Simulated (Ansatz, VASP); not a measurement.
# CsPbBr3: VASP beside Ansatz

```
Cs Pb Br
1.0
     5.87000    0.00000    0.00000
     0.00000    5.87000    0.00000
     0.00000    0.00000    6.04610
Cs Pb Br
1 1 3
Direct
  0.00000 0.00000 0.00000
  0.50000 0.50000 0.50000
  0.00000 0.50000 0.50000
  0.50000 0.00000 0.50000
  0.50000 0.50000 0.00000
```

Change from the starting cell: strain +0.000 along x and y, +0.030 along z, atoms carried along.

Alike in both runs: task single point; functional PBEsol; k mesh 6 × 6 × 6; occupations gaussian, width 0.05 eV; no spin polarisation.

|  | VASP | Ansatz |
| --- | --- | --- |
| version | VASP 6.6.1 | Ansatz 0.2.0 |
| potentials or method | VASP PAW PBE potentials, release 64 (Cs_sv, Pb_d, Br), cutoff 520 eV | scalar-relativistic, plane waves, PAW |
| valence electrons in the cell | 44 | 44 |

|  | VASP | Ansatz | Ansatz less VASP |
| --- | --- | --- | --- |
| gap on the k mesh at the Fermi level (eV) | 1.41 | 1.41 | -0.001 |
| least direct gap on the mesh (eV) | 1.41 | 1.41 | -0.001 |
| pressure (GPa) | -0.5 | -0.5 | 0.00 |
| traceless stress, the component that is largest in VASP (GPa) | -0.75 | -0.75 | +0.002 |

VASP's potentials were made for PBE, not for PBEsol. With one functional, cell and mesh, what is left measures potentials, basis and numerics.

Spin-orbit coupling is off throughout.
